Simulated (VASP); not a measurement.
A run of VASP 6.6.1 is set up as follows.

The input INCAR:

```
PREC = Accurate ; ENCUT = 520
EDIFF = 1E-6 ; ISMEAR = -1
SIGMA = 0.1 ; LREAL = False
LASPH = True ; NELM = 150
ALGO = Normal ; ISIF = 2
LWAVE = False ; LCHARG = True
LMAXMIX = 4 ; LDAU = True
LDAUTYPE = 2 ; LDAUL = -1 2 -1
LDAUU = 0 8 0 ; LDAUJ = 0 0 0
LDAUPRINT = 1 ; GGA = PE
LELF = True ; LVHAR = True
NBANDS = 28
```

The input KPOINTS:

```
Automatic mesh
0
Gamma
  5 5 5
```

The input POSCAR:

```
BaTiO3
1.0
    4.0500731700      0.0000000000      0.0000000000
    0.0113805900      4.0500529400      0.0000000000
    0.0113805900      0.0113502400      4.0500428200
Ba Ti O
1 1 3
Direct
    0.0000000000      0.0000000000      0.0000000000
    0.4872000000      0.4872000000      0.4872000000
    0.5109000000      0.5109000000      0.0193000000
    0.0193000000      0.5109000000      0.5109000000
    0.5109000000      0.0193000000      0.5109000000
```

Potentials or basis: VASP PAW PBE potentials, release 64 (Ba_sv, Ti_sv, O).

Run with:

```bash
$ cat potpaw_PBE.64/Ba_sv/POTCAR potpaw_PBE.64/Ti_sv/POTCAR potpaw_PBE.64/O/POTCAR > POTCAR
$ mpirun -np 1 vasp_std > vasp.out
```

**Question.** Predict the band gap on the k mesh.

**Answer.** 3.28 eV, indirect (least direct gap 3.61 eV).

**Question.** What does it give for the pressure?

**Answer.** 7.3 GPa.

Stress tensor (GPa, compression positive):
```
 7.27 -0.33 -0.33
-0.33  7.27 -0.33
-0.33 -0.33  7.28
```

Caveat: spin-orbit coupling is left out, which moves the levels of the heavy elements; forces of over 1 eV/Å act on the atoms, so gaps and moduli don't describe the material at rest. A k mesh can miss the band edges.
